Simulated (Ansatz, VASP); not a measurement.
## Two plane-wave programs on CdIn2O4

```
CELL_PARAMETERS angstrom
0.00000 4.58300 4.58300
4.58300 0.00000 4.58300
4.58300 4.58300 0.00000
ATOMIC_POSITIONS crystal
Cd 0.50000 0.50000 0.50000
Cd 0.75000 0.75000 0.75000
In 0.12500 0.12500 0.12500
In 0.62500 0.12500 0.12500
In 0.12500 0.12500 0.62500
In 0.12500 0.62500 0.12500
O 0.36500 0.36500 0.36500
O 0.34500 0.88500 0.88500
O 0.36500 0.36500 0.90500
O 0.88500 0.34500 0.88500
O 0.90500 0.36500 0.36500
O 0.88500 0.88500 0.88500
O 0.36500 0.90500 0.36500
O 0.88500 0.88500 0.34500
```

Alike in both runs: task relaxation of the atoms; functional PBE; k mesh 4 × 4 × 4; occupations fermi-dirac, width 0.02 eV; no spin polarisation.

```csv
,VASP,Ansatz
version,VASP 6.6.1,Ansatz 0.2.0
potentials or method,"VASP PAW PBE potentials, release 64 (Cd, In_d, O)","plane-wave PAW, scalar-relativistic"
plane-wave cutoff (eV),520,420
valence electrons in the cell,124,140
```

Ansatz gave:

* gap on the k mesh at the Fermi level, each at its own relaxed structure (eV): 1.11

Problem. Estimate VASP's values.

Solution. gap on the k mesh at the Fermi level, each at its own relaxed structure (eV): 1.10.

VASP's potentials hold 124 valence electrons a cell and Ansatz's 140, so a difference there can come from the potentials and not from the codes. Ansatz's warnings: stress scf threshold loose.
